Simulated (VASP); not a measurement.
Set up this calculation in VASP 6.6.1, as the native input.

* Task: single point
* Functional: PBE
* Potentials or basis: VASP PAW PBE potentials, release 64 (P)
* Cutoff: 520 eV
* k mesh: 11 × 11 × 11
* Occupations: fermi-dirac, width 0.1 eV
* Spin: no spin polarisation
* Dipole correction: no
* Further INCAR settings: ALGO = Normal; EDIFF = 1e-07; NBANDS = 12

The structure of P lies in POSCAR:

```
P
1.0
    0.0000000000      2.7751481352      2.7751481352
    2.7751481352      0.0000000000      2.7751481352
    2.7751481352      2.7751481352      0.0000000000
P
2
Direct
    0.1250000000      0.1250000000      0.1250000000
    0.8750000000      0.8750000000      0.8750000000
```

This cell differs from its parent crystal: volume scaled by 1.04.

These files were run (other wordings do the same):

INCAR

```
ALGO     = Normal         # electronic algorithm
EDIFF    = 1E-7           # SCF threshold, eV
ENCUT    = 520            # plane-wave cutoff, eV
GGA      = PE             # functional
ISIF     = 2              # what is computed and relaxed
ISMEAR   = -1             # smearing method
LASPH    = T              # aspherical terms in the spheres
LCHARG   = F              # write CHGCAR
LREAL    = F              # projectors in reciprocal space
LWAVE    = F              # write WAVECAR
NBANDS   = 12             # bands
NELM     = 100            # most SCF steps
PREC     = Accurate       # precision mode
SIGMA    = 0.1            # smearing width, eV
```

KPOINTS

```
k-points
0
Gamma
  11 11 11
```

Potentials or basis: VASP PAW PBE potentials, release 64 (P).

Launch:

```bash
$ cat potpaw_PBE.64/P/POTCAR > POTCAR
$ mpirun -np 1 vasp_std > vasp.out
```

Results of the run:

The pressure is -1.6 GPa. The band gap on the k mesh is zero (band 5 reaches 6.27 eV, above the bottom of band 6 at 4.66 eV).

Wall time 27 s on 1 thread of Intel(R) Xeon(R) Platinum 8259CL CPU @ 2.50GHz (Skylake/Cascade Lake), with other jobs on the host, peak memory 0.16 GiB.
